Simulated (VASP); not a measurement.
GaN, 2 atoms in the cell. Symmetry: I4/mmm, No. 139, tetragonal system. The conventional cell has a = 2.982 Å, b = 2.982 Å, c = 4.133 Å, α = 90.00°, β = 90.00°, γ = 90.00°. Within 2.7 Å of Ga (site symmetry 4/mmm) lie 6 N at 2.07 to 2.11 Å. N (site symmetry 4/mmm) has 6 Ga at 2.07 to 2.11 Å within 2.7 Å.  This cell differs from its parent crystal: uniaxial z strain -2.0%.

- Program: VASP 6.6.1
- Task: single point
- Functional: r2SCAN
- Potentials or basis: VASP PAW PBE potentials, release 64 (Ga_d, N_h)
- Cutoff: 910 eV
- k mesh: 10 × 10 × 10
- Occupations: gaussian, width 0.01 eV
- Spin: no spin polarisation
- Dipole correction: no
- Further INCAR settings: ALGO = Normal; EDIFF = 1e-06; NBANDS = 16

Potentials or basis: VASP PAW PBE potentials, release 64 (Ga_d, N_h).

Command:

```sh
$ cat potpaw_PBE.64/Ga_d/POTCAR potpaw_PBE.64/N_h/POTCAR > POTCAR
$ cp INCAR.step1 INCAR
$ mpirun -np 1 vasp_std > vasp.out
$ cp INCAR.step2 INCAR
$ mpirun -np 1 vasp_std > vasp.out
```

Hardware: 1 thread of Intel(R) Xeon(R) 6975P-C (Granite Rapids), on a shared host.

Problem. How long does it take, and how much memory?

Solution. Run time: 2.2 min on 1 thread of Intel(R) Xeon(R) 6975P-C (Granite Rapids), on a shared host, peak memory 0.23 GiB. Counts: k points 102.
